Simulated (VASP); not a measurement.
Cd2S:

```xyz
3
Lattice="3.9627 0.0000 0.0000 -1.9813 3.4318 0.0000 0.0000 0.0000 5.8092" Properties=species:S:1:pos:R:3 pbc="T T T"
Cd    0.0000    2.2878    5.4183
Cd    1.9813    1.1439    3.3620
S     0.0000    2.2878    2.1245
```

Base run:

| Quantity | Value |
| --- | --- |
| Program | VASP 6.6.1 |
| Functional | r2SCAN |
| Potentials or basis | VASP PAW PBE potentials, release 64 (Cd, S) |
| Cutoff | 520 eV |
| k mesh | 5 × 5 × 3 |
| Occupations | fermi-dirac, width 0.05 eV |
| Spin | no spin polarisation |

Its results: band gap on the k mesh 1.23 eV, indirect (least direct gap 1.51 eV); pressure -1.7 GPa; largest force 0.013 eV/Å.

Question: After a change of settings the same cell gave: band gap on the k mesh 0.29 eV, indirect (least direct gap 0.63 eV); pressure -1.5 GPa; largest force 0.014 eV/Å. Which change was it?
A. functional from r2SCAN to PBEsol; k mesh from 5 × 5 × 3 to 8 × 8 × 5
B. k mesh from 5 × 5 × 3 to 8 × 8 × 5
C. functional from r2SCAN to PBE-based global hybrid
D. functional from r2SCAN to PBE; occupations from fermi-dirac, width 0.05 eV to fermi-dirac, width 0.03 eV

Answer: B.

Caveats: the PAW data sets were made with another functional, which shifts forces and pressure a little.
